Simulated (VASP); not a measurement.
# ZnS (F-43m) in VASP: single point with PBE

Aim: the single point of ZnS with PBE.

All numbers are computed with VASP 6.6.1; they aren't measurements. Logs are shortened: lines on timing, memory, paths and dates and some standing lists are left out, and cuts for length are marked.

## 1. The cell of the first run

Symmetry: F-43m, No. 216, cubic system. Conventional cell: a = 5.442 Å, b = 5.442 Å, c = 5.442 Å, α = 90.00°, β = 90.00°, γ = 90.00°. Zn (site symmetry -43m) has 4 S at 2.36 Å within 3.1 Å. Within 3.1 Å of S (site symmetry -43m) lie 4 Zn at 2.36 Å.

## 2. Single point, PBE

INCAR reads:

```
SYSTEM = ZnS
PREC = Accurate ; ENCUT = 520
EDIFF = 1E-6 ; ISMEAR = 0
SIGMA = 0.02 ; LREAL = Auto
LASPH = .TRUE. ; NELM = 100
ALGO = Normal ; ISIF = 2
LWAVE = .FALSE. ; LCHARG = .FALSE.
GGA = PE ; NBANDS = 166
```

KPOINTS reads:

```
Automatic mesh
0
Gamma
  2 2 2
  0.5 0.5 0.5
```

POSCAR reads:

```
ZnS
1.0
    5.4423574058      5.4423574058     -5.4423574058
   -5.4423574058     -5.4423574058     -5.4423574058
   -5.4423574058      5.4423574058      5.4423574058
Zn S
16 16
Direct
    0.2500000000      0.5000000000      0.2500000000
    0.5000000000      0.2500000000      0.2500000000
    0.7500000000      0.0000000000      0.2500000000
    0.7500000000      0.5000000000      0.7500000000
    0.0000000000      0.5000000000      0.5000000000
    0.2500000000      0.2500000000      0.5000000000
    0.5000000000      0.0000000000      0.5000000000
    0.7500000000      0.7500000000      0.5000000000
    1.0000000000      0.7500000000      0.2500000000
    0.5000000000      0.5000000000      0.0000000000
    0.7500000000      0.2500000000      0.0000000000
    0.0000000000      0.2500000000      0.7500000000
    0.2500000000      1.0000000000      0.7500000000
    0.5000000000      0.7500000000      0.7500000000
    0.0000000000      0.0000000000      0.0000000000
    0.2500000000      0.7500000000      0.0000000000
    0.2500000000      0.5000000000      0.0000000000
    0.5000000000      0.2500000000      0.0000000000
    0.7500000000      0.0000000000      0.0000000000
    0.7500000000      0.5000000000      0.5000000000
    0.0000000000      0.5000000000      0.2500000000
    0.2500000000      0.2500000000      0.2500000000
    0.5000000000      0.0000000000      0.2500000000
    0.7500000000      0.7500000000      0.2500000000
    0.0000000000      0.7500000000      0.0000000000
    0.5000000000      0.5000000000      0.7500000000
    0.7500000000      0.2500000000      0.7500000000
    0.0000000000      0.2500000000      0.5000000000
    0.2500000000      0.0000000000      0.5000000000
    0.5000000000      0.7500000000      0.5000000000
    0.0000000000      0.0000000000      0.7500000000
    0.2500000000      0.7500000000      0.7500000000
```

Potentials or basis: VASP PAW PBE potentials, release 64 (Zn, S).

Started as:

```bash
$ cat potpaw_PBE.64/Zn/POTCAR potpaw_PBE.64/S/POTCAR > POTCAR
$ mpirun -np 1 vasp_std > vasp.out
```

OUTCAR:

```text
SYSTEM = ZnS
   PREC = Accurate
   ENCUT = 520
   EDIFF = 1E-6
   ISMEAR = 0
   LREAL = Auto
   LASPH = .TRUE.
   NELM = 100
   ISIF = 2
   GGA = PE

 ion  position               nearest neighbor table
   1  0.250  0.500  0.250-  17 2.36  21 2.36  22 2.36  30 2.36
   2  0.500  0.250  0.250-  18 2.36  20 2.36  22 2.36  23 2.36
   3  0.750  0.000  0.250-  19 2.36  23 2.36  24 2.36  28 2.36
   4  0.750  0.500  0.750-  20 2.36  25 2.36  26 2.36  27 2.36
   5  0.000  0.500  0.500-  20 2.36  21 2.36  28 2.36  32 2.36
   6  0.250  0.250  0.500-  22 2.36  26 2.36  28 2.36  29 2.36
[... 24 lines left out ...]
  31  0.000  0.000  0.750-   8 2.36  12 2.36  13 2.36  15 2.36
  32  0.250  0.750  0.750-   5 2.36  13 2.36  14 2.36  16 2.36

  LATTYP: Found a body centered cubic cell.
 ALAT       =    10.8847148116

  Lattice vectors:

 A1 = (   5.4423574058,   5.4423574058,  -5.4423574058)
 A2 = (  -5.4423574058,  -5.4423574058,  -5.4423574058)
 A3 = (  -5.4423574058,   5.4423574058,   5.4423574058)

Analysis of symmetry for initial positions (statically):
=====================================================================
 Subroutine PRICEL returns following result:

  LATTYP: Found a face centered cubic cell.
 ALAT       =     5.4423574058

  Lattice vectors:

 A1 = (  -2.7211787029,  -2.7211787029,   0.0000000000)
 A2 = (   0.0000000000,  -2.7211787029,   2.7211787029)
 A3 = (  -2.7211787029,   0.0000000000,   2.7211787029)

  16 primitive cells build up your supercell.

 Routine SETGRP: Setting up the symmetry group for a
 body centered cubic supercell.

 Subroutine GETGRP returns: Found 24 space group operations
 (whereof 24 operations were pure point group operations)
 out of a pool of 48 trial point group operations.

The static configuration has the point symmetry T_d .

Analysis of symmetry for dynamics (positions and initial velocities):
=====================================================================
 Subroutine PRICEL returns following result:

  LATTYP: Found a face centered cubic cell.
 ALAT       =     5.4423574058

  Lattice vectors:

 A1 = (  -2.7211787029,  -2.7211787029,   0.0000000000)
 A2 = (   0.0000000000,  -2.7211787029,   2.7211787029)
 A3 = (  -2.7211787029,   0.0000000000,   2.7211787029)

  16 primitive cells build up your supercell.

 Routine SETGRP: Setting up the symmetry group for a
 body centered cubic supercell.

 Subroutine GETGRP returns: Found 24 space group operations
 (whereof 24 operations were pure point group operations)
 out of a pool of 48 trial point group operations.

The dynamic configuration has the point symmetry T_d .

 Subroutine INISYM returns: Found 24 space group operations
 (whereof 24 operations are pure point group operations),
 and found    16 'primitive' translations

----------------------------------------------------------------------------------------

                                     Primitive cell

  volume of cell :      40.2996

  direct lattice vectors                    reciprocal lattice vectors
    -2.721178703 -2.721178703  0.000000000    -0.183743905 -0.183743905 -0.183743905
     0.000000000 -2.721178703  2.721178703     0.183743905 -0.183743905  0.183743905
    -2.721178703  0.000000000  2.721178703    -0.183743905  0.183743905  0.183743905

  length of vectors
     3.848327827  3.848327827  3.848327827     0.318253778  0.318253778  0.318253778

  position of ions in fractional coordinates (direct lattice)
     0.000000000  0.000000000  1.000000000
     0.250000000  0.250000000  0.250000000

  ion indices of the primitive-cell ions
   primitive index   ion index
                 1           1
                 2          17

----------------------------------------------------------------------------------------

 KPOINTS: Automatic mesh

Automatic generation of k-mesh.
 Grid dimensions read from file:
 generate k-points for:    2    2    2

 Generating k-lattice:

  Cartesian coordinates                     Fractional coordinates (reciprocal lattice)
     0.000000000  0.045935976 -0.045935976     0.500000000  0.000000000  0.000000000
    -0.045935976  0.000000000 -0.045935976     0.000000000  0.500000000  0.000000000
    -0.045935976  0.045935976  0.000000000     0.000000000  0.000000000  0.500000000

  Length of vectors
     0.064963280  0.064963280  0.064963280

  Shift w.r.t. Gamma in fractional coordinates (k-lattice)
     0.500000000  0.500000000  0.500000000

 Subroutine IBZKPT returns following result:
 ===========================================

 Found      2 irreducible k-points:

 Following reciprocal coordinates:
            Coordinates               Weight
  0.250000  0.250000  0.250000      2.000000
 -0.250000  0.250000  0.250000      6.000000
   k-points           NKPTS =      2   k-points in BZ     NKDIM =      2   number of bands    NBANDS=    166
   number of dos      NEDOS =    301   number of ions     NIONS =     32
   total plane-waves  NPLWV = 343000
   dimension x,y,z NGX =    70 NGY =   70 NGZ =   70
   dimension x,y,z NGXF=   140 NGYF=  140 NGZF=  140
   ions per type =              16  16
   NGX,Y,Z   is equivalent  to a cutoff of  12.35, 12.35, 12.35 a.u.
   NGXF,Y,Z  is equivalent  to a cutoff of  24.69, 24.69, 24.69 a.u.
 SYSTEM =  ZnS
   PREC   = accura    normal or accurate (medium, high low for compatibility)
   ISTART =      0    job   : 0-new  1-cont  2-samecut
   ICHARG =      2    charge: 1-file 2-atom 10-const
   ISPIN  =      1    spin polarized calculation?
   LNONCOLLINEAR =      F non collinear calculations
   LSORBIT =      F    spin-orbit coupling
   LASPH  =      T    aspherical Exc in radial PAW
   ENCUT  =  520.0 eV  38.22 Ry    6.18 a.u.  17.53 17.53 17.53*2*pi/ulx,y,z
   NELM   =    100;   NELMIN=  2; NELMDL= -5     # of ELM steps
   EDIFF  = 0.1E-05   stopping-criterion for ELM
   LREAL  =      T    real-space projection
   EDIFFG = 0.1E-04   stopping-criterion for IOM
   NSW    =      0    number of steps for IOM
   IBRION =     -1    ionic relax: 0-MD 1-quasi-New 2-CG
   NFREE  =      0    steps in history (QN), initial steepest desc. (CG)
   ISIF   =      2    stress and relaxation
   ISYM   =      2    0-nonsym 1-usesym 2-fastsym
   POTIM  = 0.5000    time-step for ionic-motion
   TEBEG  =    0.0;   TEEND  =   0.0 temperature during run
   PSTRESS=    0.0 pullay stress
   NELECT =     288.0000    total number of electrons
   NUPDOWN=      -1.0000    fix difference up-down
   EMIN   =  10.00;   EMAX   =-10.00  energy-range for DOS
   EFERMI =   0.00;   METHOD = LEGACY
   ISMEAR =     0;   SIGMA  =   0.02  broadening in eV -4-tet -1-fermi 0-gaus
   EFERMI_NEDOS =   21; number of points for ismear=-14 and -15
   IALGO  =     38    algorithm
   IMIX   =      4    mixing-type and parameters
     AMIX     =   0.40;   BMIX     =  1.00
     AMIX_MAG =   1.60;   BMIX_MAG =  1.00
  volume/ion in A,a.u.               =      20.15       135.98
  Fermi-wavevector in a.u.,A,eV,Ry     =   1.251407  2.364816 21.306991  1.566020
  Thomas-Fermi vector in A             =   2.385356
   LORBIT       =      0    0 simple, 1 ext, 2 COOP (PROOUT), +10 PAW based schemes
   GGA     = PE    functional components
   LHFCALC =     F    Hartree Fock is set to
   AEXX    =    0.0000 exact exchange contribution
   IVDW    =     0    specifies the selected vdW correction
   LEPSILON=     F    determine dielectric tensor
   LRPA    =     F    only Hartree local field effects (RPA)
 non-spin polarized calculation
 Gauss-broadening in eV      SIGMA  =   0.02
  energy-cutoff  :      520.00
  volume of cell :      644.79
 maximum number of plane-waves:     17388
 NGX is ok and might be reduce to    70
   NGX = 35   NGY = 35   NGZ = 35

 number of electron     288.0000366 magnetization

 Free energy of the ion-electron system (eV)
  ---------------------------------------------------
  ext. energy  EPLUGINS =         0.00000000
  ---------------------------------------------------
  free energy    TOTEN  =      -109.66736660 eV

  energy without entropy =     -109.66736660  energy(sigma->0) =     -109.66736660

 E-fermi :   1.6346     XC(G=0):  -9.5306

 val. band max:        1.5178308707   @ k =  -0.2500   0.2500   0.2500
 cond. band min:       5.1118511877   @ k =  -0.2500   0.2500   0.2500
 fundamental gap:      3.5940203170
 Fermi energy:         1.6346241639

 k-point     1 :       0.2500    0.2500    0.2500
  band No.  band energies     occupation
      1     -10.6789      2.00000
      2     -10.6789      2.00000
      3     -10.6789      2.00000
      4     -10.6789      2.00000
      5     -10.0577      2.00000
      6     -10.0577      2.00000
[... 148 lines left out ...]
    155       6.2383      0.00000
    156       6.2383      0.00000

 k-point     2 :      -0.2500    0.2500    0.2500
  band No.  band energies     occupation
      1     -10.9344      2.00000
      2     -10.4496      2.00000
      3     -10.4496      2.00000
      4     -10.4496      2.00000
      5     -10.4496      2.00000
      6     -10.2082      2.00000
[... 148 lines left out ...]
    155       6.5723      0.00000
    156       6.5723      0.00000
 [bands above 156 left out]

------------------------ aborting loop because EDIFF is reached ----------------------------------------

  FORCE on cell =-STRESS in cart. coord.  units (eV):
  Direction    XX          YY          ZZ          XY          YZ          ZX
  --------------------------------------------------------------------------------------
  -------------------------------------------------------------------------------------
  Total        0.8541924      0.8541924      0.8541924      0.0000000      0.0000000     -0.0000000
  in kB        2.1224873      2.1224873      2.1224873      0.0000000      0.0000000     -0.0000000
  external PRESSURE =       2.1224873 kB  Pullay stress =       0.0000000 kB

 VOLUME and BASIS-vectors are now :
 -----------------------------------------------------------------------------
  energy-cutoff  :      520.00
  volume of cell :      644.79
      direct lattice vectors                 reciprocal lattice vectors
     5.442357406  5.442357406 -5.442357406     0.000000000  0.091871952 -0.091871952
    -5.442357406 -5.442357406 -5.442357406    -0.091871952  0.000000000 -0.091871952
    -5.442357406  5.442357406  5.442357406    -0.091871952  0.091871952  0.000000000

 POSITION                                       TOTAL-FORCE (eV/Angst)
 -----------------------------------------------------------------------------------
     -2.72118      0.00000     -2.72118         0.000000     -0.000000     -0.000000
      0.00000      2.72118     -2.72118        -0.000000      0.000000      0.000000
      2.72118      5.44236     -2.72118        -0.000000     -0.000000     -0.000000
     -2.72118      5.44236     -2.72118         0.000000     -0.000000     -0.000000
     -5.44236      0.00000      0.00000         0.000000     -0.000000      0.000000
     -2.72118      2.72118      0.00000        -0.000000      0.000000     -0.000000
[... 24 lines left out ...]
     -4.08177      4.08177      4.08177        -0.000000      0.000000     -0.000000
     -6.80295      1.36059     -1.36059        -0.000000      0.000000      0.000000
 -----------------------------------------------------------------------------------
    total drift:                                0.000265     -0.000265      0.000265

  FREE ENERGIE OF THE ION-ELECTRON SYSTEM (eV)
  ---------------------------------------------------
  free  energy   TOTEN  =      -109.6673665950 eV

  energy  without entropy=     -109.6673665950  energy(sigma->0) =     -109.66736660
```

Wall time 4 min (1 thread of AMD EPYC 9R45 (Zen 5), shared host); peak memory 0.71 GiB.

What came out:

| Property | Result |
| --- | --- |
| Free energy | -109.6674 eV |
| Pressure | 0.2 GPa |
| Band gap on the k mesh | 3.59 eV |

Caveat: a shifted mesh leaves out Γ, where band edges can lie.
